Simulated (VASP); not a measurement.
# Se (P6_3/mmc) in VASP: relaxation of cell and atoms with revPBE

Aim: the relaxation of cell and atoms of Se with revPBE.

All numbers are computed with VASP 6.6.1; they aren't measurements. Logs are shortened: lines on timing, memory, paths and dates and some standing lists are left out, and cuts for length are marked.

### Step 1. The cell of the first run

It takes space group P6_3/mmc (No. 194, hexagonal). The conventional cell has a = 3.136 Å, b = 3.136 Å, c = 10.242 Å, α = 90.00°, β = 90.00°, γ = 120.00°. Se (site symmetry -3m) has 12 Se at 3.14 Å within 4.1 Å. Se (site symmetry -6m2) has 12 Se at 3.14 Å within 4.1 Å.

This isn't the form of Se at room conditions, which is trigonal, of chains.

### Step 2. Relaxation of cell and atoms, revPBE

INCAR reads:

```
PREC = Accurate
ENCUT = 600
EDIFF = 1E-6
ISMEAR = -1
SIGMA = 0.1
LREAL = False
LASPH = True
NELM = 80
ALGO = Normal
ISIF = 3
LWAVE = False
LCHARG = False
GGA = RE
IBRION = 2
NSW = 80
EDIFFG = -0.01
```

KPOINTS reads:

```
regular mesh
0
Gamma
  12 12 3
```

POSCAR reads:

```
Se
1.0
    3.1360302227      0.0000000000      0.0000000000
   -1.5680151114      2.7158818399      0.0000000000
    0.0000000000      0.0000000000     10.2422747074
Se
4
Direct
    0.0000000000      0.0000000000      0.0000000000
    0.0000000000      0.0000000000      0.5000000000
    0.3333333333      0.6666666667      0.2500000000
    0.6666666667      0.3333333333      0.7500000000
```

Potentials or basis: VASP PAW PBE potentials, release 64 (Se).

Run with:

```
$ cat potpaw_PBE.64/Se/POTCAR > POTCAR
$ mpirun -np 1 vasp_std > vasp.out
```

OUTCAR:

```text
PREC = Accurate
   ENCUT = 600
   EDIFF = 1E-6
   ISMEAR = -1
   LREAL = False
   LASPH = True
   NELM = 80
   ISIF = 3
   GGA = RE
   IBRION = 2
   NSW = 80
   EDIFFG = -0.01

 ion  position               nearest neighbor table
   1  0.000  0.000  0.000-
   2  0.000  0.000  0.500-
   3  0.333  0.667  0.250-
   4  0.667  0.333  0.750-

  LATTYP: Found a hexagonal cell.
 ALAT       =     3.1360302227
 C/A-ratio  =     3.2660000000

  Lattice vectors:

 A1 = (   3.1360302227,   0.0000000000,   0.0000000000)
 A2 = (  -1.5680151114,   2.7158818399,   0.0000000000)
 A3 = (   0.0000000000,   0.0000000000,  10.2422747074)

Analysis of symmetry for initial positions (statically):
=====================================================================
 Subroutine PRICEL returns:
 Original cell was already a primitive cell.

 Routine SETGRP: Setting up the symmetry group for a
 hexagonal supercell.

 Subroutine GETGRP returns: Found 24 space group operations
 (whereof 12 operations were pure point group operations)
 out of a pool of 24 trial point group operations.

The static configuration has the point symmetry D_3d.
 The point group associated with its full space group is D_6h.

Analysis of symmetry for dynamics (positions and initial velocities):
=====================================================================
 Subroutine PRICEL returns:
 Original cell was already a primitive cell.

 Routine SETGRP: Setting up the symmetry group for a
 hexagonal supercell.

 Subroutine GETGRP returns: Found 24 space group operations
 (whereof 12 operations were pure point group operations)
 out of a pool of 24 trial point group operations.

The dynamic configuration has the point symmetry D_3d.
 The point group associated with its full space group is D_6h.

 Subroutine INISYM returns: Found 24 space group operations
 (whereof 12 operations are pure point group operations),
 and found     1 'primitive' translations

----------------------------------------------------------------------------------------

                                     Primitive cell

  volume of cell :      87.2344

  direct lattice vectors                    reciprocal lattice vectors
     3.136030223  0.000000000  0.000000000     0.318874478  0.184102266  0.000000000
    -1.568015111  2.715881840  0.000000000     0.000000000  0.368204531  0.000000000
     0.000000000  0.000000000 10.242274707     0.000000000  0.000000000  0.097634562

  length of vectors
     3.136030223  3.136030223 10.242274707     0.368204531  0.368204531  0.097634562

  position of ions in fractional coordinates (direct lattice)
     0.000000000  0.000000000  0.000000000
     0.000000000  0.000000000  0.500000000
     0.333333333  0.666666667  0.250000000
     0.666666667  0.333333333  0.750000000

  ion indices of the primitive-cell ions
   primitive index   ion index
                 1           1
                 2           2
                 3           3
                 4           4

----------------------------------------------------------------------------------------

 KPOINTS: regular mesh

Automatic generation of k-mesh.
 Grid dimensions read from file:
 generate k-points for:   12   12    3

 Generating k-lattice:

  Cartesian coordinates                     Fractional coordinates (reciprocal lattice)
     0.026572873  0.015341855  0.000000000     0.083333333 -0.000000000  0.000000000
     0.000000000  0.030683711  0.000000000     0.000000000  0.083333333  0.000000000
     0.000000000  0.000000000  0.032544854     0.000000000  0.000000000  0.333333333

  Length of vectors
     0.030683711  0.030683711  0.032544854

  Shift w.r.t. Gamma in fractional coordinates (k-lattice)
     0.000000000  0.000000000  0.000000000

 Subroutine IBZKPT returns following result:
 ===========================================

 Found     38 irreducible k-points:

 Following reciprocal coordinates:
            Coordinates               Weight
  0.000000  0.000000  0.000000      1.000000
  0.083333  0.000000  0.000000      6.000000
  0.166667  0.000000  0.000000      6.000000
  0.250000  0.000000  0.000000      6.000000
  0.333333  0.000000  0.000000      6.000000
  0.416667  0.000000  0.000000      6.000000
[... 16 lines left out ...]
  0.250000  0.000000  0.333333     12.000000
  0.333333  0.000000  0.333333     12.000000
 [... further k-points ...]
   k-points           NKPTS =     38   k-points in BZ     NKDIM =     38   number of bands    NBANDS=     16
   number of dos      NEDOS =    301   number of ions     NIONS =      4
   total plane-waves  NPLWV =  65856
   dimension x,y,z NGX =    28 NGY =   28 NGZ =   84
   dimension x,y,z NGXF=    56 NGYF=   56 NGZF=  168
   ions per type =               4
   NGX,Y,Z   is equivalent  to a cutoff of  14.84, 14.84, 13.63 a.u.
   NGXF,Y,Z  is equivalent  to a cutoff of  29.69, 29.69, 27.27 a.u.
 SYSTEM =  unknown system
   PREC   = accura    normal or accurate (medium, high low for compatibility)
   ISTART =      0    job   : 0-new  1-cont  2-samecut
   ICHARG =      2    charge: 1-file 2-atom 10-const
   ISPIN  =      1    spin polarized calculation?
   LNONCOLLINEAR =      F non collinear calculations
   LSORBIT =      F    spin-orbit coupling
   LASPH  =      T    aspherical Exc in radial PAW
   ENCUT  =  600.0 eV  44.10 Ry    6.64 a.u.   6.26  6.26 20.46*2*pi/ulx,y,z
   NELM   =     80;   NELMIN=  2; NELMDL= -5     # of ELM steps
   EDIFF  = 0.1E-05   stopping-criterion for ELM
   LREAL  =      F    real-space projection
   EDIFFG = -.1E-01   stopping-criterion for IOM
   NSW    =     80    number of steps for IOM
   IBRION =      2    ionic relax: 0-MD 1-quasi-New 2-CG
   NFREE  =      1    steps in history (QN), initial steepest desc. (CG)
   ISIF   =      3    stress and relaxation
   ISYM   =      2    0-nonsym 1-usesym 2-fastsym
   POTIM  = 0.5000    time-step for ionic-motion
   TEBEG  =    0.0;   TEEND  =   0.0 temperature during run
   PSTRESS=    0.0 pullay stress
   NELECT =      24.0000    total number of electrons
   NUPDOWN=      -1.0000    fix difference up-down
   EMIN   =  10.00;   EMAX   =-10.00  energy-range for DOS
   EFERMI =   0.00;   METHOD = LEGACY
   ISMEAR =    -1;   SIGMA  =   0.10  broadening in eV -4-tet -1-fermi 0-gaus
   EFERMI_NEDOS =   21; number of points for ismear=-14 and -15
   IALGO  =     38    algorithm
   IMIX   =      4    mixing-type and parameters
     AMIX     =   0.40;   BMIX     =  1.00
     AMIX_MAG =   1.60;   BMIX_MAG =  1.00
  volume/ion in A,a.u.               =      21.81       147.17
  Fermi-wavevector in a.u.,A,eV,Ry     =   1.064754  2.012094 15.424948  1.133702
  Thomas-Fermi vector in A             =   2.200283
   LORBIT       =      0    0 simple, 1 ext, 2 COOP (PROOUT), +10 PAW based schemes
   GGA     = RE    functional components
   LHFCALC =     F    Hartree Fock is set to
   AEXX    =    0.0000 exact exchange contribution
   IVDW    =     0    specifies the selected vdW correction
   LEPSILON=     F    determine dielectric tensor
   LRPA    =     F    only Hartree local field effects (RPA)
 conjugate gradient relaxation of ions
 non-spin polarized calculation
  energy-cutoff  :      600.00
  volume of cell :       87.23
 maximum number of plane-waves:      2927
 NGX is ok and might be reduce to    28
   NGX = 13   NGY = 13   NGZ = 41

--------------------------------------- Ionic step        1  -------------------------------------------

 number of electron      24.0000001 magnetization

 Free energy of the ion-electron system (eV)
  ---------------------------------------------------
  ext. energy  EPLUGINS =         0.00000000
  ---------------------------------------------------
  free energy    TOTEN  =        -9.73181356 eV

  energy without entropy =       -9.61684191  energy(sigma->0) =       -9.67432773

 E-fermi :   4.6951     XC(G=0): -10.2340

 val. band max:        4.6776671825   @ k =   0.3333   0.3333   0.3333
 cond. band min:       4.7025644116   @ k =   0.4167   0.0000   0.3333
 fundamental gap:      0.0248972290
 Fermi energy:         4.6951300240

 k-point     1 :       0.0000    0.0000    0.0000
  band No.  band energies     occupation
      1     -10.7848      2.00000
      2      -9.7050      2.00000
      3      -9.7043      2.00000
      4      -7.9667      2.00000
      5      -1.4783      2.00000
      6       2.4605      2.00000
[... 8 lines left out ...]
     15       7.3323      0.00000
     16       7.3478      0.00000
[... 420 lines left out ...]
  band No.  band energies     occupation
      1      -9.0289      2.00000
      2      -8.7190      2.00000
      3      -7.6928      2.00000
      4      -7.2140      2.00000
      5      -0.0679      2.00000
      6       0.1886      2.00000
[... 8 lines left out ...]
     15       5.8731      0.00002
     16       6.3211      0.00000

 [... further k-points ...]
[... 5 lines left out ...]
  --------------------------------------------------------------------------------------
  -------------------------------------------------------------------------------------
  Total       -0.9992046     -0.9992046     -2.3565199      0.0000000      0.0000000      0.0000000
  in kB      -18.3517495    -18.3517495    -43.2806885      0.0000000      0.0000000      0.0000000
  external PRESSURE =     -26.6613959 kB  Pullay stress =       0.0000000 kB
[... 95 lines left out ...]
  FREE ENERGIE OF THE ION-ELECTRON SYSTEM (eV)
  ---------------------------------------------------
  free  energy   TOTEN  =        -9.7854481997 eV

  energy  without entropy=       -9.6742547885  energy(sigma->0) =       -9.72985149

 E-fermi :   6.0233     XC(G=0): -10.4517

 val. band max:        5.9936420916   @ k =   0.3333   0.0000   0.3333
 cond. band min:       6.0992846155   @ k =   0.0000   0.0000   0.3333
 fundamental gap:      0.1056425239
 Fermi energy:         6.0232828695

 k-point     1 :       0.0000    0.0000    0.0000
  band No.  band energies     occupation
      1     -10.8301      2.00000
      2      -8.5840      2.00000
      3      -8.4808      2.00000
      4      -3.9298      2.00000
      5       0.4930      2.00000
      6       3.6555      2.00000
[... 8 lines left out ...]
     15       7.2798      0.00001
     16       9.4142      0.00000
[... 420 lines left out ...]
  band No.  band energies     occupation
      1      -9.2764      2.00000
      2      -8.6196      2.00000
      3      -6.5338      2.00000
      4      -5.7331      2.00000
      5      -0.5019      2.00000
      6       0.3673      2.00000
[... 8 lines left out ...]
     15       7.6313      0.00000
     16       8.4487      0.00000

 [... further k-points ...]

[... ionic steps 4 to 19 ...]

--------------------------------------- Ionic step       20  -------------------------------------------

 number of electron      24.0000001 magnetization

------------------------ aborting loop because EDIFF is reached ----------------------------------------

  FORCE on cell =-STRESS in cart. coord.  units (eV):
  Direction    XX          YY          ZZ          XY          YZ          ZX
  --------------------------------------------------------------------------------------
  -------------------------------------------------------------------------------------
  Total        1.7817032      1.7817032      1.4844755     -0.0000000      0.0000000     -0.0000000
  in kB       32.4182550     32.4182550     27.0101691     -0.0000000      0.0000000     -0.0000000
  external PRESSURE =      30.6155597 kB  Pullay stress =       0.0000000 kB
[... 61 lines left out ...]
  energy  without entropy=      -11.1322197269  energy(sigma->0) =      -11.18563448

--------------------------------------- Ionic step       22  -------------------------------------------

 number of electron      23.9999998 magnetization

 Free energy of the ion-electron system (eV)
  ---------------------------------------------------
  ext. energy  EPLUGINS =         0.00000000
  ---------------------------------------------------
  free energy    TOTEN  =       -11.43805850 eV

  energy without entropy =      -11.32365709  energy(sigma->0) =      -11.38085779

 E-fermi :   4.3727     XC(G=0):  -9.7072

 val. band max:        4.3521430757   @ k =   0.1667   0.0833   0.3333
 cond. band min:       4.3881634446   @ k =   0.3333   0.1667   0.0000
 fundamental gap:      0.0360203688
 Fermi energy:         4.3726761787

 k-point     1 :       0.0000    0.0000    0.0000
  band No.  band energies     occupation
      1     -11.3608      2.00000
      2      -9.2536      2.00000
      3      -9.1350      2.00000
      4      -5.7063      2.00000
      5       0.4003      2.00000
      6       1.5696      2.00000
[... 8 lines left out ...]
     15       5.2199      0.00042
     16       6.7641      0.00000
[... 420 lines left out ...]
  band No.  band energies     occupation
      1     -10.1432      2.00000
      2      -9.5448      2.00000
      3      -7.8489      2.00000
      4      -7.3221      2.00000
      5      -1.2257      2.00000
      6      -0.3663      2.00000
[... 8 lines left out ...]
     15       5.7184      0.00000
     16       6.5226      0.00000

 [... further k-points ...]
[... 5 lines left out ...]
  --------------------------------------------------------------------------------------
  -------------------------------------------------------------------------------------
  Total       -0.0346169     -0.0346169      0.0366292      0.0000000      0.0000000      0.0000000
  in kB       -0.5947844     -0.5947844      0.6293599      0.0000000      0.0000000      0.0000000
  external PRESSURE =      -0.1867363 kB  Pullay stress =       0.0000000 kB
[... 19 lines left out ...]
  FREE ENERGIE OF THE ION-ELECTRON SYSTEM (eV)
  ---------------------------------------------------
  free  energy   TOTEN  =       -11.4380584994 eV

  energy  without entropy=      -11.3236570876  energy(sigma->0) =      -11.38085779

 reached required accuracy - stopping structural energy minimisation
```

Run time: 29 min. Hardware: 1 thread of AMD EPYC 7R13, shared host; peak memory 0.25 GiB.

What came out:

* Free energy: -11.4381 eV
* Relaxed volume: 23.31 Å³/atom
* Relaxed cell: a = 3.855 Å, b = 3.855 Å, c = 7.246 Å, α = 90.00°, β = 90.00°, γ = 120.00°
* Space group after relaxing (to 0.1 Å): P6_3/mmc (No. 194)
* Energy gained by relaxing: 426.6 meV/atom
* Ionic steps: 22
* Pressure after relaxing: 0.0 GPa
* Band gap on the k mesh: zero (bands 12 and 13 overlap by 2.08 eV)

The path:
```tsv
step	energy change (eV)	largest force (eV/Å)	pressure (GPa)	volume (Å³)
1	0.0000	0.0000	-2.67	87.23
2	-0.0527	0.0000	0.40	82.72
3	-0.0536	0.0000	0.86	82.14
4	-0.1166	0.0000	1.55	81.30
5	-0.4857	0.0000	5.31	78.41
6	-0.3780	0.0000	25.28	70.84
7	-0.7194	0.0000	11.48	75.46
8	-0.6201	0.0000	20.17	72.34
9	-0.7372	0.0000	14.97	74.09
10	-0.7280	0.0000	15.92	73.74
11	-0.7307	0.0000	16.02	73.73
12	-0.7378	0.0000	16.30	73.69
13	-0.7476	0.0000	16.90	73.60
14	-0.7470	0.0000	18.17	73.39
15	-0.7648	0.0000	17.94	73.55
16	-0.8166	0.0000	17.26	74.00
17	-0.9144	0.0000	15.97	74.92
18	-1.0875	0.0000	13.55	76.76
19	-1.3564	0.0000	9.38	80.48
20	-1.6553	0.0000	3.06	88.06
21	-1.5072	0.0000	-4.26	103.66
22	-1.7062	0.0000	-0.02	93.25
```

Final structure:
```
CELL_PARAMETERS angstrom
3.85485 0.00000 0.00000
-1.92742 3.33840 0.00000
0.00000 0.00000 7.24591
ATOMIC_POSITIONS crystal
Se 0.00000 0.00000 0.00000
Se 0.00000 0.00000 0.50000
Se 0.33333 0.66667 0.25000
Se 0.66667 0.33333 0.75000
```

Caveat: a cell axis changed by over 15 % at a fixed basis, so the end point is rough; the PAW data sets were made with another functional, which shifts forces and pressure a little.

The gap in the log of VASP goes by the Fermi energy; the results here count the filled bands.